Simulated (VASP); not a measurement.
A run of VASP 6.6.1 is set up as follows.

INCAR

```
SYSTEM = Sr
PREC = Accurate ; ENCUT = 500
EDIFF = 1E-6 ; ISMEAR = -1
SIGMA = 0.2585199978643553 ; LREAL = .False.
LASPH = .True. ; NELM = 120
ALGO = Normal ; ISIF = 2
LWAVE = .False. ; LCHARG = .False.
GGA = PE ; NBANDS = 11
GGA_COMPAT = .False.
```

The input KPOINTS:

```
Automatic mesh
0
Gamma
  4 4 4
  0 0 0
```

File POSCAR:

```
Sr
1.0
   -2.4250000000      2.4250000000      2.4250000000
    2.4250000000     -2.4250000000      2.4250000000
    2.4250000000      2.4250000000     -2.4250000000
Sr
1
Direct
    0.0000000000      0.0000000000      0.0000000000
```

Potentials or basis: VASP PAW PBE potentials, release 64 (Sr_sv).

Run with:

```bash
$ cat potpaw_PBE.64/Sr_sv/POTCAR > POTCAR
$ mpirun -np 1 vasp_std > vasp.out
```

Q: Predict the band gap on the k mesh.

A: Zero (band 5 reaches 1.80 eV, above the bottom of band 6 at 1.38 eV).

Q: Predict the pressure.

A: -0.4 GPa.

Caveat: the k points lie up to 0.46 Å⁻¹ apart.
